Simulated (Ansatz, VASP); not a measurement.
## Two plane-wave programs on NaI

```xyz
2
Lattice="0.0000 3.2364 3.2364 3.2364 0.0000 3.2364 3.2364 3.2364 0.0000" Properties=species:S:1:pos:R:3 pbc="T T T"
Na    0.0000    0.0000    0.0000
I     3.2364    3.2364    3.2364
```

Alike in both runs: task electric field gradients; functional PBEsol; k mesh 7 × 7 × 7; occupations fermi-dirac, width 0.01 eV; no spin polarisation.

|  | VASP | Ansatz |
| --- | --- | --- |
| version | VASP 6.6.1 | Ansatz 0.2.0 |
| potentials or method | VASP PAW PBE potentials, release 64 (Na_pv, I) | PAW with Ansatz's default frozen-core files, scalar-relativistic |
| plane-wave cutoff (eV) | 520 | 420 |
| valence electrons in the cell | 14 | 26 |

```csv
,VASP,Ansatz,Ansatz less VASP
gap on the k mesh at the Fermi level (eV),3.51,3.51,+0.004
pressure (GPa),-0.5,-0.5,-0.03
```

VASP's potentials were made for PBE, not for PBEsol. With one functional, cell and mesh, what is left measures potentials, basis and numerics. VASP's potentials hold 14 valence electrons a cell and Ansatz's 26, so a difference there can come from the potentials and not from the codes.

Spin-orbit coupling is off throughout.
